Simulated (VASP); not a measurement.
Wanted: the native input for a VASP 6.6.1 run.

```
Task                   : single point
Functional             : PBE
Potentials or basis    : VASP PAW PBE potentials, release 64 (Ga_d, As)
Cutoff                 : 500 eV
k mesh                 : 4 × 4 × 4
Occupations            : gaussian, width 0.01 eV
Spin                   : no spin polarisation
Dipole correction      : no
Further INCAR settings : ALGO = Normal; EDIFF = 1e-06; NBANDS = 16
```

The structure of GaAs lies in POSCAR:

```
GaAs
1.0
    0.0000000000      2.8268500000      2.8268500000
    2.8268500000      0.0000000000      2.8268500000
    2.8268500000      2.8268500000      0.0000000000
Ga As
1 1
Direct
    0.0000000000      0.0000000000      0.0000000000
    0.2500000000      0.2500000000      0.2500000000
```

One way to write it, as run:

INCAR

```
ALGO = Normal
EDIFF = 1E-6
ENCUT = 500
GGA = PE
GGA_COMPAT = False
ISIF = 2
ISMEAR = 0
LASPH = True
LCHARG = False
LREAL = False
LWAVE = False
NBANDS = 16
NELM = 120
PREC = Accurate
SIGMA = 0.01
```

KPOINTS

```
k-points
0
Gamma
  4 4 4
```

Potentials or basis: VASP PAW PBE potentials, release 64 (Ga_d, As).

Command:

```sh
$ cat potpaw_PBE.64/Ga_d/POTCAR potpaw_PBE.64/As/POTCAR > POTCAR
$ mpirun -np 1 vasp_std > vasp.out
```

It gave:

| Item | Value |
| --- | --- |
| Pressure | 3.7 GPa |
| Band gap on the k mesh | 0.51 eV, direct |

Caveat: the k points lie up to 0.48 Å⁻¹ apart.

Wall time 18 s on 1 thread of Intel Xeon 8259CL (shared host), peak memory 0.16 GiB.
